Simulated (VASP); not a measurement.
Write the native input for VASP 6.6.1 that does the following.

```yaml
Task: single point
Functional: BLYP
Dispersion: D4
Potentials_or_basis: VASP PAW PBE potentials, release 64 (Cd, S)
Cutoff: 520 eV
k_mesh: 7 × 7 × 4
Occupations: fermi-dirac, width 0.05 eV
Spin: no spin polarisation
Dipole_correction: no
Further_INCAR_settings: ALGO = Normal; EDIFF = 1e-06; NBANDS = 26
```

The structure of CdS lies in POSCAR:

```
CdS
1.0
    4.1642504814      0.0000000000      0.0000000000
   -2.0821252407      3.6063467047      0.0000000000
    0.0000000000      0.0000000000      6.8053490731
Cd S
2 2
Direct
    0.6666666667      0.3333333333      0.4999598239
    0.3333333333      0.6666666667     -0.0000401761
    0.6666666667      0.3333333333      0.8750401761
    0.3333333333      0.6666666667      0.3750401761
```

One way to write it, as run:

INCAR

```
SYSTEM = CdS
PREC = Accurate ; ENCUT = 520
EDIFF = 1E-6 ; ISMEAR = -1
SIGMA = 0.05 ; LREAL = .FALSE.
LASPH = .TRUE. ; NELM = 60
ALGO = Normal ; ISIF = 2
LWAVE = .FALSE. ; LCHARG = .FALSE.
GGA = B5 ; ALDAX = 1.0
AGGAX = 1.0 ; AGGAC = 1.0
ALDAC = 0.0 ; IVDW = 13
VDW_S6 = 1.0 ; VDW_S8 = 2.34076671
VDW_A1 = 0.44488865 ; VDW_A2 = 4.0933009
NBANDS = 26
```

KPOINTS

```
regular mesh
0
G
  7 7 4
  0 0 0
```

Potentials or basis: VASP PAW PBE potentials, release 64 (Cd, S).

Command:

```sh
$ cat potpaw_PBE.64/Cd/POTCAR potpaw_PBE.64/S/POTCAR > POTCAR
$ mpirun -np 1 vasp_std > vasp.out
```

Results of the run:

The pressure is 0.4 GPa. The largest force is 0.003 eV/Å and the band gap on the k mesh is 1.11 eV. The dispersion energy per atom is -0.568 eV.

Caveat: the PAW data sets were made with another functional, which shifts forces and pressure a little.

Wall time 62 s on 1 thread of Intel(R) Xeon(R) Platinum 8259CL CPU @ 2.50GHz (Skylake/Cascade Lake), on a shared host, peak memory 0.25 GiB.
